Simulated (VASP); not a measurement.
# NaCa3 (Fm-3m) in VASP: a series of runs

The runs below take NaCa3 through single point, relaxation of cell and atoms, with LDA.

Everything below comes from runs of VASP 6.6.1. Logs are shortened: lines on timing, memory, paths and dates and some standing lists are left out, and cuts for length are marked.

### Step 1. The cell of the first run

It takes space group Fm-3m (No. 225, cubic). The conventional cell has a = 8.411 Å, b = 8.411 Å, c = 8.411 Å, α = 90.00°, β = 90.00°, γ = 90.00°. Within 4.8 Å of Na (site symmetry m-3m) lie 14 Ca at 3.64 to 4.21 Å. Ca (site symmetry -43m) has 4 Na at 3.64 Å and 10 Ca at 3.64 to 4.21 Å within 4.8 Å. Ca (site symmetry m-3m) has 8 Ca at 3.64 Å and 6 Na at 4.21 Å within 4.8 Å.

### Step 2. Single point, LDA

File INCAR:

```
SYSTEM = NaCa3
PREC = Accurate ; ENCUT = 520
EDIFF = 1E-7 ; ISMEAR = 0
SIGMA = 0.02 ; LREAL = .False.
LASPH = .True. ; NELM = 60
ALGO = Normal ; ISIF = 2
LWAVE = .False. ; LCHARG = .False.
GGA = CA ; NBANDS = 26
```

File KPOINTS:

```
Automatic mesh
0
Gamma
  5 5 5
  0 0 0
```

File POSCAR:

```
NaCa3
1.0
    0.0000000000      4.2054156850      4.2054156850
    4.2054156850      0.0000000000      4.2054156850
    4.2054156850      4.2054156850      0.0000000000
Na Ca
1 3
Direct
    0.0000000000      0.0000000000      0.0000000000
    0.2500000000      0.2500000000      0.2500000000
    0.7500000000      0.7500000000      0.7500000000
    0.5000000000      0.5000000000      0.5000000000
```

Potentials or basis: VASP PAW LDA potentials, release 64 (Na_pv, Ca_sv).

Launch:

```sh
$ cat potpaw_LDA.64/Na_pv/POTCAR potpaw_LDA.64/Ca_sv/POTCAR > POTCAR
$ mpirun -np 1 vasp_std > vasp.out
```

OUTCAR:

```text
SYSTEM = NaCa3
   PREC = Accurate
   ENCUT = 520
   EDIFF = 1E-7
   ISMEAR = 0
   LREAL = .False.
   LASPH = .True.
   NELM = 60
   ISIF = 2
   GGA = CA

 ion  position               nearest neighbor table
   1  0.000  0.000  0.000-
   2  0.250  0.250  0.250-
   3  0.750  0.750  0.750-
   4  0.500  0.500  0.500-

  LATTYP: Found a face centered cubic cell.
 ALAT       =     8.4108313700

  Lattice vectors:

 A1 = (   0.0000000000,   4.2054156850,   4.2054156850)
 A2 = (   4.2054156850,   0.0000000000,   4.2054156850)
 A3 = (   4.2054156850,   4.2054156850,   0.0000000000)

Analysis of symmetry for initial positions (statically):
=====================================================================
 Subroutine PRICEL returns:
 Original cell was already a primitive cell.

 Routine SETGRP: Setting up the symmetry group for a
 face centered cubic supercell.

 Subroutine GETGRP returns: Found 48 space group operations
 (whereof 48 operations were pure point group operations)
 out of a pool of 48 trial point group operations.

The static configuration has the point symmetry O_h .

Analysis of symmetry for dynamics (positions and initial velocities):
=====================================================================
 Subroutine PRICEL returns:
 Original cell was already a primitive cell.

 Routine SETGRP: Setting up the symmetry group for a
 face centered cubic supercell.

 Subroutine GETGRP returns: Found 48 space group operations
 (whereof 48 operations were pure point group operations)
 out of a pool of 48 trial point group operations.

The dynamic configuration has the point symmetry O_h .

 Subroutine INISYM returns: Found 48 space group operations
 (whereof 48 operations are pure point group operations),
 and found     1 'primitive' translations

----------------------------------------------------------------------------------------

                                     Primitive cell

  volume of cell :     148.7499

  direct lattice vectors                    reciprocal lattice vectors
     0.000000000  4.205415685  4.205415685    -0.118894311  0.118894311  0.118894311
     4.205415685  0.000000000  4.205415685     0.118894311 -0.118894311  0.118894311
     4.205415685  4.205415685  0.000000000     0.118894311  0.118894311 -0.118894311

  length of vectors
     5.947355897  5.947355897  5.947355897     0.205930987  0.205930987  0.205930987

  position of ions in fractional coordinates (direct lattice)
     0.000000000  0.000000000  0.000000000
     0.250000000  0.250000000  0.250000000
     0.750000000  0.750000000  0.750000000
     0.500000000  0.500000000  0.500000000

  ion indices of the primitive-cell ions
   primitive index   ion index
                 1           1
                 2           2
                 3           3
                 4           4

----------------------------------------------------------------------------------------

 KPOINTS: Automatic mesh

Automatic generation of k-mesh.
 Grid dimensions read from file:
 generate k-points for:    5    5    5

 Generating k-lattice:

  Cartesian coordinates                     Fractional coordinates (reciprocal lattice)
    -0.023778862  0.023778862  0.023778862     0.200000000  0.000000000  0.000000000
     0.023778862 -0.023778862  0.023778862     0.000000000  0.200000000  0.000000000
     0.023778862  0.023778862 -0.023778862     0.000000000  0.000000000  0.200000000

  Length of vectors
     0.041186197  0.041186197  0.041186197

  Shift w.r.t. Gamma in fractional coordinates (k-lattice)
     0.000000000  0.000000000  0.000000000

 Subroutine IBZKPT returns following result:
 ===========================================

 Found     10 irreducible k-points:

 Following reciprocal coordinates:
            Coordinates               Weight
  0.000000  0.000000  0.000000      1.000000
  0.200000  0.000000  0.000000      8.000000
  0.400000  0.000000  0.000000      8.000000
  0.200000  0.200000  0.000000      6.000000
  0.400000  0.200000  0.000000     24.000000
 -0.400000  0.200000  0.000000     24.000000
 -0.200000  0.200000  0.000000     12.000000
  0.400000  0.400000  0.000000      6.000000
 -0.400000  0.400000  0.000000     12.000000
 -0.400000  0.400000  0.200000     24.000000
   k-points           NKPTS =     10   k-points in BZ     NKDIM =     10   number of bands    NBANDS=     26
   number of dos      NEDOS =    301   number of ions     NIONS =      4
   total plane-waves  NPLWV = 110592
   dimension x,y,z NGX =    48 NGY =   48 NGZ =   48
   dimension x,y,z NGXF=    96 NGYF=   96 NGZF=   96
   ions per type =               1   3
   NGX,Y,Z   is equivalent  to a cutoff of  13.42, 13.42, 13.42 a.u.
   NGXF,Y,Z  is equivalent  to a cutoff of  26.83, 26.83, 26.83 a.u.
 SYSTEM =  NaCa3
   PREC   = accura    normal or accurate (medium, high low for compatibility)
   ISTART =      0    job   : 0-new  1-cont  2-samecut
   ICHARG =      2    charge: 1-file 2-atom 10-const
   ISPIN  =      1    spin polarized calculation?
   LNONCOLLINEAR =      F non collinear calculations
   LSORBIT =      F    spin-orbit coupling
   LASPH  =      T    aspherical Exc in radial PAW
   ENCUT  =  520.0 eV  38.22 Ry    6.18 a.u.  11.06 11.06 11.06*2*pi/ulx,y,z
   NELM   =     60;   NELMIN=  2; NELMDL= -5     # of ELM steps
   EDIFF  = 0.1E-06   stopping-criterion for ELM
   LREAL  =      F    real-space projection
   EDIFFG = 0.1E-05   stopping-criterion for IOM
   NSW    =      0    number of steps for IOM
   IBRION =     -1    ionic relax: 0-MD 1-quasi-New 2-CG
   NFREE  =      0    steps in history (QN), initial steepest desc. (CG)
   ISIF   =      2    stress and relaxation
   ISYM   =      2    0-nonsym 1-usesym 2-fastsym
   POTIM  = 0.5000    time-step for ionic-motion
   TEBEG  =    0.0;   TEEND  =   0.0 temperature during run
   PSTRESS=    0.0 pullay stress
   NELECT =      37.0000    total number of electrons
   NUPDOWN=      -1.0000    fix difference up-down
   EMIN   =  10.00;   EMAX   =-10.00  energy-range for DOS
   EFERMI =   0.00;   METHOD = LEGACY
   ISMEAR =     0;   SIGMA  =   0.02  broadening in eV -4-tet -1-fermi 0-gaus
   EFERMI_NEDOS =   21; number of points for ismear=-14 and -15
   IALGO  =     38    algorithm
   IMIX   =      4    mixing-type and parameters
     AMIX     =   0.40;   BMIX     =  1.00
     AMIX_MAG =   1.60;   BMIX_MAG =  1.00
  volume/ion in A,a.u.               =      37.19       250.95
  Fermi-wavevector in a.u.,A,eV,Ry     =   1.029571  1.945608 14.422411  1.060017
  Thomas-Fermi vector in A             =   2.163626
   LORBIT       =      0    0 simple, 1 ext, 2 COOP (PROOUT), +10 PAW based schemes
   GGA     = CA    functional components
   LHFCALC =     F    Hartree Fock is set to
   AEXX    =    0.0000 exact exchange contribution
   IVDW    =     0    specifies the selected vdW correction
   LEPSILON=     F    determine dielectric tensor
   LRPA    =     F    only Hartree local field effects (RPA)
 non-spin polarized calculation
 Gauss-broadening in eV      SIGMA  =   0.02
  energy-cutoff  :      520.00
  volume of cell :      148.75
 maximum number of plane-waves:      4027
 NGX is ok and might be reduce to    48
   NGX = 23   NGY = 23   NGZ = 23

 number of electron      37.0000002 magnetization

 Free energy of the ion-electron system (eV)
  ---------------------------------------------------
  ext. energy  EPLUGINS =         0.00000000
  ---------------------------------------------------
  free energy    TOTEN  =        -7.73413943 eV

  energy without entropy =       -7.73289689  energy(sigma->0) =       -7.73351816

 E-fermi :   1.8471     XC(G=0):  -8.0073

 val. band max:        1.8321854708   @ k =  -0.4000   0.2000   0.0000
 cond. band min:       1.9637731894   @ k =   0.2000   0.2000   0.0000
 fundamental gap:      0.1315877187
 Fermi energy:         1.8470979632

 k-point     1 :       0.0000    0.0000    0.0000
  band No.  band energies     occupation
      1     -39.7569      2.00000
      2     -39.7480      2.00000
      3     -39.6684      2.00000
      4     -22.4082      2.00000
      5     -22.4082      2.00000
      6     -22.4082      2.00000
[... 18 lines left out ...]
     25       4.8505      0.00000
     26       4.8508      0.00000

 k-point     2 :       0.2000    0.0000    0.0000
  band No.  band energies     occupation
      1     -39.7555      2.00000
      2     -39.7485      2.00000
      3     -39.6693      2.00000
      4     -22.4083      2.00000
      5     -22.4083      2.00000
      6     -22.4083      2.00000
[... 18 lines left out ...]
     25       4.4989      0.00000
     26       4.5735      0.00000

 k-point     3 :       0.4000    0.0000    0.0000
  band No.  band energies     occupation
      1     -39.7526      2.00000
      2     -39.7499      2.00000
      3     -39.6708      2.00000
      4     -22.4084      2.00000
      5     -22.4084      2.00000
      6     -22.4083      2.00000
[... 18 lines left out ...]
     25       3.5730      0.00000
     26       4.0613      0.00000

 k-point     4 :       0.2000    0.2000    0.0000
  band No.  band energies     occupation
      1     -39.7551      2.00000
      2     -39.7486      2.00000
      3     -39.6696      2.00000
      4     -22.4084      2.00000
      5     -22.4084      2.00000
      6     -22.4081      2.00000
[... 18 lines left out ...]
     25       4.4634      0.00000
     26       4.4676      0.00000
[... 90 lines left out ...]
      1     -39.7521      2.00000
      2     -39.7496      2.00000
      3     -39.6716      2.00000
      4     -22.4086      2.00000
      5     -22.4086      2.00000
      6     -22.4080      2.00000
[... 18 lines left out ...]
     25       4.0363      0.00000
     26       4.0585      0.00000

 k-point     9 :      -0.4000    0.4000    0.0000
  band No.  band energies     occupation
      1     -39.7512      2.00000
      2     -39.7502      2.00000
      3     -39.6720      2.00000
      4     -22.4086      2.00000
      5     -22.4086      2.00000
      6     -22.4081      2.00000
[... 18 lines left out ...]
     25       3.5205      0.00000
     26       3.8768      0.00000

 k-point    10 :      -0.4000    0.4000    0.2000
  band No.  band energies     occupation
      1     -39.7514      2.00000
      2     -39.7502      2.00000
      3     -39.6718      2.00000
      4     -22.4086      2.00000
      5     -22.4084      2.00000
      6     -22.4082      2.00000
[... 18 lines left out ...]
     25       3.6805      0.00000
     26       3.9103      0.00000

------------------------ aborting loop because EDIFF is reached ----------------------------------------

  FORCE on cell =-STRESS in cart. coord.  units (eV):
  Direction    XX          YY          ZZ          XY          YZ          ZX
  --------------------------------------------------------------------------------------
  -------------------------------------------------------------------------------------
  Total       -0.0092480     -0.0092480     -0.0092480     -0.0000000      0.0000000     -0.0000000
  in kB       -0.0996097     -0.0996097     -0.0996097     -0.0000000      0.0000000     -0.0000000
  external PRESSURE =      -0.0996097 kB  Pullay stress =       0.0000000 kB

 VOLUME and BASIS-vectors are now :
 -----------------------------------------------------------------------------
  energy-cutoff  :      520.00
  volume of cell :      148.75
      direct lattice vectors                 reciprocal lattice vectors
     0.000000000  4.205415685  4.205415685    -0.118894311  0.118894311  0.118894311
     4.205415685  0.000000000  4.205415685     0.118894311 -0.118894311  0.118894311
     4.205415685  4.205415685  0.000000000     0.118894311  0.118894311 -0.118894311

 POSITION                                       TOTAL-FORCE (eV/Angst)
 -----------------------------------------------------------------------------------
      0.00000      0.00000      0.00000        -0.000000      0.000000     -0.000000
      2.10271      2.10271      2.10271        -0.000000     -0.000000      0.000000
      6.30812      6.30812      6.30812         0.000000      0.000000      0.000000
      4.20542      4.20542      4.20542        -0.000000      0.000000     -0.000000
 -----------------------------------------------------------------------------------
    total drift:                               -0.000000     -0.000000     -0.000000

  FREE ENERGIE OF THE ION-ELECTRON SYSTEM (eV)
  ---------------------------------------------------
  free  energy   TOTEN  =        -7.7341394271 eV

  energy  without entropy=       -7.7328968949  energy(sigma->0) =       -7.73351816
```

Wall time 29 s (1 thread of Intel Xeon Platinum 8375C at 2.90GHz (Ice Lake), shared host); peak memory 0.25 GiB.

Results:

```yaml
Free_energy: -7.7341 eV
Pressure: 0.0 GPa
```

Levels at points of the mesh, in eV from the Fermi level:
| k point | band 16 | band 17 | band 18 | band 19 | band 20 | band 21 |
| --- | --- | --- | --- | --- | --- | --- |
| (0.00, 0.00, 0.00) | -4.12 | 0.27 | 0.27 | 0.33 | 0.33 | 0.33 |

### Step 3. Relaxation of cell and atoms, LDA

This run uses another cell than the first one, of 40.80 Å³/atom, 1.097 times its volume.

File INCAR:

```
SYSTEM = NaCa3
ALGO = Normal
EDIFF = 1E-6
EDIFFG = -0.02
ENCUT = 600
GGA = CA
IBRION = 2
ISIF = 3
ISMEAR = 0
LASPH = .True.
LCHARG = .False.
LREAL = .False.
LWAVE = .False.
NELM = 60
NSW = 60
PREC = Accurate
SIGMA = 0.02
```

File KPOINTS:

```
k-points
0
Gamma
  5 5 5
  0 0 0
```

File POSCAR:

```
NaCa3
1.0
    0.0000000000      4.3373260000      4.3373260000
    4.3373260000      0.0000000000      4.3373260000
    4.3373260000      4.3373260000      0.0000000000
Na Ca
1 3
Direct
    0.0000000000      0.0000000000      0.0000000000
    0.2500000000      0.2500000000      0.2500000000
    0.7500000000      0.7500000000      0.7500000000
    0.5000000000      0.5000000000      0.5000000000
```

Potentials or basis: VASP PAW LDA potentials, release 64 (Na_pv, Ca_sv).

Launch:

```sh
$ cat potpaw_LDA.64/Na_pv/POTCAR potpaw_LDA.64/Ca_sv/POTCAR > POTCAR
$ mpirun -np 1 vasp_std > vasp.out
```

Wall time 88 s (1 thread of Intel Xeon Platinum 8375C at 2.90GHz (Ice Lake), shared host); peak memory 0.29 GiB.

It converged, with:

| Quantity | Value |
| --- | --- |
| Free energy | -7.7354 eV |
| Relaxed volume | 37.25 Å³/atom |
| Relaxed cell | a = 5.951 Å, b = 5.951 Å, c = 5.951 Å, α = 60.00°, β = 60.00°, γ = 60.00° |
| Space group after relaxing (to 0.05 Å) | Fm-3m (No. 225) |
| Energy gained by relaxing | 16.2 meV/atom |
| Ionic steps | 3 |
| Pressure after relaxing | 0.0 GPa |

Step by step:
```tsv
step	energy change (eV)	largest force (eV/Å)	pressure (GPa)	volume (Å³)
1	0.0000	0.0000	-1.35	163.19
2	-0.0508	0.0000	-0.68	155.23
3	-0.0646	0.0000	-0.02	149.02
```

Final structure:
```
CELL_PARAMETERS angstrom
0.00000 4.20792 4.20792
4.20792 0.00000 4.20792
4.20792 4.20792 0.00000
ATOMIC_POSITIONS crystal
Na 0.00000 0.00000 0.00000
Ca 0.25000 0.25000 0.25000
Ca 0.75000 0.75000 0.75000
Ca 0.50000 0.50000 0.50000
```

Levels at points of the mesh, in eV from the Fermi level:
```csv
k point,band 15,band 16,band 17,band 18,band 19,band 20,band 21,band 22
"(0.00, 0.00, 0.00)",-22.79,-4.12,0.28,0.28,0.33,0.33,0.33,0.80
```
